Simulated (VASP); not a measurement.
# KI (I4mm) in VASP: a series of runs

KI is run at these levels: LDA; tasks: single point.

All numbers are computed with VASP 6.6.1; they aren't measurements. Logs are shortened: lines on timing, memory, paths and dates and some standing lists are left out, and cuts for length are marked.

### Step 1. The cell of the first run

The structure is tetragonal, space group I4mm (No. 107). The conventional cell has a = 4.695 Å, b = 4.695 Å, c = 6.822 Å, α = 90.00°, β = 90.00°, γ = 90.00°. K (site symmetry 4mm) has 5 I at 2.76 to 3.38 Å within 3.6 Å. Within 3.6 Å of I (site symmetry 4mm) lie 5 K at 2.76 to 3.38 Å.

### Step 2. Single point, LDA (atoms displaced along a vibrational mode, the cell strained)

File INCAR:

```
SYSTEM = KI
PREC = Accurate
ENCUT = 520
EDIFF = 1E-6
ISMEAR = 0
SIGMA = 0.05
LREAL = .False.
LASPH = .True.
NELM = 100
ALGO = Normal
ISIF = 2
LWAVE = .False.
LCHARG = .False.
GGA = CA
NBANDS = 15
```

File KPOINTS:

```
Automatic mesh
0
Gamma
  6 6 6
  0 0 0
```

File POSCAR:

```
KI
1.0
    0.0000000000      3.3198591262      3.4109309835
    3.3198591262      0.0000000000      3.4109309835
    3.3198591262      3.3198591262      0.0000000000
K I
1 1
Direct
   -0.0724142474     -0.0724142474      0.0724142474
    0.5223102777      0.5223102777      0.4776897223
```

Potentials or basis: VASP PAW LDA potentials, release 64 (K_sv, I).

The run is started by

```bash
> cat potpaw_LDA.64/K_sv/POTCAR potpaw_LDA.64/I/POTCAR > POTCAR
> mpirun -np 1 vasp_std > vasp.out
```

OUTCAR:

```text
SYSTEM = KI
   PREC = Accurate
   ENCUT = 520
   EDIFF = 1E-6
   ISMEAR = 0
   LREAL = .False.
   LASPH = .True.
   NELM = 100
   ISIF = 2
   GGA = CA

 ion  position               nearest neighbor table
   1  0.928  0.928  0.072-   2 2.76   2 3.38   2 3.38   2 3.38   2 3.38
   2  0.522  0.522  0.478-   1 2.76   1 3.38   1 3.38   1 3.38   1 3.38

  LATTYP: Found a body centered tetragonal cell.
 ALAT       =     4.6949898014
 C/A-ratio  =     1.4530089000

  Lattice vectors:

 A1 = (  -3.3198591262,   0.0000000000,   3.4109309835)
 A2 = (   3.3198591262,   0.0000000000,   3.4109309835)
 A3 = (   0.0000000000,   3.3198591262,  -3.4109309835)

Analysis of symmetry for initial positions (statically):
=====================================================================
 Subroutine PRICEL returns:
 Original cell was already a primitive cell.

 Routine SETGRP: Setting up the symmetry group for a
 body centered tetragonal supercell.

 Subroutine GETGRP returns: Found  8 space group operations
 (whereof  8 operations were pure point group operations)
 out of a pool of 16 trial point group operations.

The static configuration has the point symmetry C_4v.

Analysis of symmetry for dynamics (positions and initial velocities):
=====================================================================
 Subroutine PRICEL returns:
 Original cell was already a primitive cell.

 Routine SETGRP: Setting up the symmetry group for a
 body centered tetragonal supercell.

 Subroutine GETGRP returns: Found  8 space group operations
 (whereof  8 operations were pure point group operations)
 out of a pool of 16 trial point group operations.

The dynamic configuration has the point symmetry C_4v.

 Subroutine INISYM returns: Found  8 space group operations
 (whereof  8 operations are pure point group operations),
 and found     1 'primitive' translations

----------------------------------------------------------------------------------------

                                     Primitive cell

  volume of cell :      75.1869

  direct lattice vectors                    reciprocal lattice vectors
     0.000000000  3.319859126  3.410930984    -0.150608800  0.150608800  0.146587545
     3.319859126  0.000000000  3.410930984     0.150608800 -0.150608800  0.146587545
     3.319859126  3.319859126  0.000000000     0.150608800  0.150608800 -0.146587545

  length of vectors
     4.759822979  4.759822979  4.694989801     0.258561269  0.258561269  0.258561269

  position of ions in fractional coordinates (direct lattice)
     0.927585753  0.927585753  0.072414247
     0.522310278  0.522310278  0.477689722

  ion indices of the primitive-cell ions
   primitive index   ion index
                 1           1
                 2           2

----------------------------------------------------------------------------------------

 KPOINTS: Automatic mesh

Automatic generation of k-mesh.
 Grid dimensions read from file:
 generate k-points for:    6    6    6

 Generating k-lattice:

  Cartesian coordinates                     Fractional coordinates (reciprocal lattice)
    -0.025101467  0.025101467  0.024431258     0.166666667  0.000000000  0.000000000
     0.025101467 -0.025101467  0.024431258     0.000000000  0.166666667  0.000000000
     0.025101467  0.025101467 -0.024431258    -0.000000000 -0.000000000  0.166666667

  Length of vectors
     0.043093545  0.043093545  0.043093545

  Shift w.r.t. Gamma in fractional coordinates (k-lattice)
     0.000000000  0.000000000  0.000000000

 Subroutine IBZKPT returns following result:
 ===========================================

 Found     30 irreducible k-points:

 Following reciprocal coordinates:
            Coordinates               Weight
  0.000000  0.000000  0.000000      1.000000
  0.166667  0.000000  0.000000      8.000000
  0.333333 -0.000000  0.000000      8.000000
  0.500000  0.000000  0.000000      4.000000
  0.166667  0.166667  0.000000      2.000000
  0.333333  0.166667  0.000000      8.000000
[... 16 lines left out ...]
  0.333333  0.000000  0.333333      4.000000
  0.500000  0.000000  0.333333     16.000000
 [... further k-points ...]
   k-points           NKPTS =     30   k-points in BZ     NKDIM =     30   number of bands    NBANDS=     15
   number of dos      NEDOS =    301   number of ions     NIONS =      2
   total plane-waves  NPLWV =  46656
   dimension x,y,z NGX =    36 NGY =   36 NGZ =   36
   dimension x,y,z NGXF=    72 NGYF=   72 NGZF=   72
   ions per type =               1   1
   NGX,Y,Z   is equivalent  to a cutoff of  12.57, 12.57, 12.75 a.u.
   NGXF,Y,Z  is equivalent  to a cutoff of  25.15, 25.15, 25.49 a.u.
 SYSTEM =  KI
   PREC   = accura    normal or accurate (medium, high low for compatibility)
   ISTART =      0    job   : 0-new  1-cont  2-samecut
   ICHARG =      2    charge: 1-file 2-atom 10-const
   ISPIN  =      1    spin polarized calculation?
   LNONCOLLINEAR =      F non collinear calculations
   LSORBIT =      F    spin-orbit coupling
   LASPH  =      T    aspherical Exc in radial PAW
   ENCUT  =  520.0 eV  38.22 Ry    6.18 a.u.   8.85  8.85  8.73*2*pi/ulx,y,z
   NELM   =    100;   NELMIN=  2; NELMDL= -5     # of ELM steps
   EDIFF  = 0.1E-05   stopping-criterion for ELM
   LREAL  =      F    real-space projection
   EDIFFG = 0.1E-04   stopping-criterion for IOM
   NSW    =      0    number of steps for IOM
   IBRION =     -1    ionic relax: 0-MD 1-quasi-New 2-CG
   NFREE  =      0    steps in history (QN), initial steepest desc. (CG)
   ISIF   =      2    stress and relaxation
   ISYM   =      2    0-nonsym 1-usesym 2-fastsym
   POTIM  = 0.5000    time-step for ionic-motion
   TEBEG  =    0.0;   TEEND  =   0.0 temperature during run
   PSTRESS=    0.0 pullay stress
   NELECT =      16.0000    total number of electrons
   NUPDOWN=      -1.0000    fix difference up-down
   EMIN   =  10.00;   EMAX   =-10.00  energy-range for DOS
   EFERMI =   0.00;   METHOD = LEGACY
   ISMEAR =     0;   SIGMA  =   0.05  broadening in eV -4-tet -1-fermi 0-gaus
   EFERMI_NEDOS =   21; number of points for ismear=-14 and -15
   IALGO  =     38    algorithm
   IMIX   =      4    mixing-type and parameters
     AMIX     =   0.40;   BMIX     =  1.00
     AMIX_MAG =   1.60;   BMIX_MAG =  1.00
  volume/ion in A,a.u.               =      37.59       253.69
  Fermi-wavevector in a.u.,A,eV,Ry     =   0.977389  1.846997 12.997497  0.955289
  Thomas-Fermi vector in A             =   2.108082
   LORBIT       =      0    0 simple, 1 ext, 2 COOP (PROOUT), +10 PAW based schemes
   GGA     = CA    functional components
   LHFCALC =     F    Hartree Fock is set to
   AEXX    =    0.0000 exact exchange contribution
   IVDW    =     0    specifies the selected vdW correction
   LEPSILON=     F    determine dielectric tensor
   LRPA    =     F    only Hartree local field effects (RPA)
 non-spin polarized calculation
 Gauss-broadening in eV      SIGMA  =   0.05
  energy-cutoff  :      520.00
  volume of cell :       75.19
 maximum number of plane-waves:      2044
   NGX = 17   NGY = 17   NGZ = 17

 number of electron      16.0000000 magnetization

 Free energy of the ion-electron system (eV)
  ---------------------------------------------------
  ext. energy  EPLUGINS =         0.00000000
  ---------------------------------------------------
  free energy    TOTEN  =        -5.66601990 eV

  energy without entropy =       -5.66601990  energy(sigma->0) =       -5.66601990

 E-fermi :   0.5223     XC(G=0):  -8.2122

 val. band max:        0.2263430448   @ k =   0.0000   0.0000   0.0000
 cond. band min:       4.2798422884   @ k =   0.0000   0.0000   0.0000
 fundamental gap:      4.0534992436
 Fermi energy:         0.5223145910

 k-point     1 :       0.0000    0.0000    0.0000
  band No.  band energies     occupation
      1     -27.5887      2.00000
      2     -11.7066      2.00000
      3     -11.3240      2.00000
      4     -11.3240      2.00000
      5     -10.3315      2.00000
      6       0.1462      2.00000
      7       0.1462      2.00000
      8       0.2263      2.00000
      9       4.2798      0.00000
     10       6.5730      0.00000
     11       6.9124      0.00000
     12       6.9124      0.00000
     13       7.5390      0.00000
     14       8.1242      0.00000
     15       9.4008      0.00000

 k-point     2 :       0.1667    0.0000    0.0000
  band No.  band energies     occupation
      1     -27.5870      2.00000
      2     -11.7824      2.00000
      3     -11.3604      2.00000
      4     -11.3261      2.00000
      5     -10.1741      2.00000
      6      -0.3703      2.00000
      7       0.0624      2.00000
      8       0.1476      2.00000
      9       4.9708      0.00000
     10       6.4309      0.00000
     11       6.9100      0.00000
     12       6.9491      0.00000
     13       8.2151      0.00000
     14       8.7451      0.00000
     15      10.4284      0.00000

 k-point     3 :       0.3333   -0.0000    0.0000
  band No.  band energies     occupation
      1     -27.5836      2.00000
      2     -11.9217      2.00000
      3     -11.3953      2.00000
      4     -11.3302      2.00000
      5      -9.9053      2.00000
      6      -1.1365      2.00000
      7      -0.0984      2.00000
      8      -0.0080      2.00000
      9       5.4714      0.00000
     10       7.1065      0.00000
     11       7.4294      0.00000
     12       7.6611      0.00000
     13       9.2323      0.00000
     14       9.7394      0.00000
     15      10.2179      0.00000

 k-point     4 :       0.5000    0.0000    0.0000
  band No.  band energies     occupation
      1     -27.5819      2.00000
      2     -11.9842      2.00000
      3     -11.4052      2.00000
      4     -11.3323      2.00000
      5      -9.7833      2.00000
      6      -1.4523      2.00000
      7      -0.1756      2.00000
      8      -0.0827      2.00000
      9       5.5370      0.00000
     10       7.4603      0.00000
     11       8.2730      0.00000
     12       8.6265      0.00000
     13       8.7539      0.00000
     14       9.6213      0.00000
     15       9.8838      0.00000
[... 307 lines left out ...]
 k-point    22 :      -0.3333    0.5000    0.1667
  band No.  band energies     occupation
      1     -27.5795      2.00000
      2     -11.9532      2.00000
      3     -11.3882      2.00000
      4     -11.3852      2.00000
      5      -9.8677      2.00000
      6      -0.6647      2.00000
      7      -0.4322      2.00000
      8      -0.4102      2.00000
      9       5.6398      0.00000
     10       6.2739      0.00000
     11       7.5246      0.00000
     12       8.8476      0.00000
     13       9.0690      0.00000
     14       9.6191      0.00000
     15      11.1293      0.00000

 k-point    23 :       0.3333    0.0000    0.3333
  band No.  band energies     occupation
      1     -27.5821      2.00000
      2     -11.8193      2.00000
      3     -11.4255      2.00000
      4     -11.3541      2.00000
      5     -10.0090      2.00000
      6      -0.9490      2.00000
      7      -0.3284      2.00000
      8       0.0022      2.00000
      9       5.3896      0.00000
     10       6.0402      0.00000
     11       7.7887      0.00000
     12       8.7648      0.00000
     13       9.3334      0.00000
     14       9.4648      0.00000
     15      10.2293      0.00000

 k-point    24 :       0.5000    0.0000    0.3333
  band No.  band energies     occupation
      1     -27.5805      2.00000
      2     -11.8488      2.00000
      3     -11.4253      2.00000
      4     -11.3672      2.00000
      5      -9.9564      2.00000
      6      -0.9771      2.00000
      7      -0.5190      2.00000
      8      -0.1270      2.00000
      9       5.4250      0.00000
     10       6.4995      0.00000
     11       8.2938      0.00000
     12       8.7030      0.00000
     13       9.4286      0.00000
     14       9.5705      0.00000
     15      10.3284      0.00000

 [... further k-points ...]

------------------------ aborting loop because EDIFF is reached ----------------------------------------

  FORCE on cell =-STRESS in cart. coord.  units (eV):
  Direction    XX          YY          ZZ          XY          YZ          ZX
  --------------------------------------------------------------------------------------
  -------------------------------------------------------------------------------------
  Total        0.2399598      0.2399598      5.3876405      0.0000000     -0.0000000      0.0000000
  in kB        5.1133664      5.1133664    114.8066258      0.0000000     -0.0000000      0.0000000
  external PRESSURE =      41.6777862 kB  Pullay stress =       0.0000000 kB

 VOLUME and BASIS-vectors are now :
 -----------------------------------------------------------------------------
  energy-cutoff  :      520.00
  volume of cell :       75.19
      direct lattice vectors                 reciprocal lattice vectors
     0.000000000  3.319859126  3.410930984    -0.150608800  0.150608800  0.146587545
     3.319859126  0.000000000  3.410930984     0.150608800 -0.150608800  0.146587545
     3.319859126  3.319859126  0.000000000     0.150608800  0.150608800 -0.146587545

 POSITION                                       TOTAL-FORCE (eV/Angst)
 -----------------------------------------------------------------------------------
      3.31986      3.31986      6.32786         0.000000      0.000000      2.160764
      3.31986      3.31986      3.56313         0.000000      0.000000     -2.160764
 -----------------------------------------------------------------------------------
    total drift:                               -0.000000     -0.000000      0.000508

  FREE ENERGIE OF THE ION-ELECTRON SYSTEM (eV)
  ---------------------------------------------------
  free  energy   TOTEN  =        -5.6660198994 eV

  energy  without entropy=       -5.6660198994  energy(sigma->0) =       -5.66601990
```

Wall time 75 s (1 thread of Intel Xeon 8259CL, shared host); peak memory 0.19 GiB.

What came out:

```
Free energy            : -5.6660 eV
Pressure               : 4.2 GPa
Largest force          : 2.161 eV/Å
Band gap on the k mesh : 4.05 eV
```

Forces in eV/Å, atoms in the order of the input:
```
K    0.000  0.000  2.161
I    0.000  0.000 -2.161
```

Caveat: the cell differs from its parent crystal (atoms displaced along a vibrational mode, the cell strained); the cell stands under pressure; spin-orbit coupling is left out, which moves the levels of the heavy elements; forces of over 1 eV/Å act on the atoms, so gaps and moduli don't describe the material at rest. A k mesh can miss the band edges.

### Step 3. Single point, LDA (atoms displaced along a vibrational mode, the cell strained)

File INCAR:

```
SYSTEM = KI
  PREC = Accurate
  ENCUT = 520
  EDIFF = 1E-6
  ISMEAR = 0
  SIGMA = 0.05
  LREAL = .False.
  LASPH = .True.
  NELM = 80
  ALGO = Normal
  ISIF = 2
  LWAVE = .False.
  LCHARG = .True.
  LELF = .True.
  LVHAR = .True.
  NBANDS = 15
```

KPOINTS is that of step 2.

File POSCAR:

```
KI
1.0
    0.0000000000      3.3198591262      3.4109309835
    3.3198591262      0.0000000000      3.4109309835
    3.3198591262      3.3198591262      0.0000000000
K I
1 1
Direct
   -0.0579313979     -0.0579313979      0.0579313979
    0.5178482222      0.5178482222      0.4821517778
```

Potentials or basis: VASP PAW LDA potentials, release 64 (K_sv, I).

The run is started by

```bash
> cat potpaw_LDA.64/K_sv/POTCAR potpaw_LDA.64/I/POTCAR > POTCAR
> mpirun -np 1 vasp_std > vasp.out
```

It took 84 s on 1 thread of Intel Xeon 8259CL, shared host; peak memory 0.18 GiB.

It converged, with:

```yaml
Free_energy: -5.8876 eV
Pressure: 2.9 GPa
Largest_force: 1.326 eV/Å
Band_gap_on_the_k_mesh: 4.08 eV
```

Forces on the atoms (eV/Å):
```
K    0.000  0.000  1.326
I    0.000  0.000 -1.326
```

Stress tensor (GPa, compression positive):
```
0.84 0.00 0.00
0.00 0.84 0.00
0.00 0.00 6.92
```

Levels at points of the mesh, in eV from the valence-band top:
| k point | band 5 | band 6 | band 7 | band 8 | band 9 | band 10 | band 11 | band 12 |
| --- | --- | --- | --- | --- | --- | --- | --- | --- |
| (0.00, 0.00, 0.00) | -10.65 | -0.01 | -0.01 | 0.00 | 4.08 | 6.27 | 6.56 | 6.56 |
| (0.50, 0.00, 0.00) | -10.07 | -1.69 | -0.40 | -0.36 | 5.37 | 7.36 | 8.17 | 8.40 |
| (0.50, 0.50, 0.00) | -10.29 | -1.13 | -0.35 | -0.35 | 4.49 | 5.86 | 7.79 | 8.31 |
| (0.50, 0.00, 0.50) | -10.36 | -1.20 | -0.59 | -0.35 | 4.75 | 5.83 | 8.26 | 9.16 |

Caveat: the cell differs from its parent crystal (atoms displaced along a vibrational mode, the cell strained); spin-orbit coupling is left out, which moves the levels of the heavy elements; forces of over 1 eV/Å act on the atoms, so gaps and moduli don't describe the material at rest.

(Part 1 of 2 ends here.)
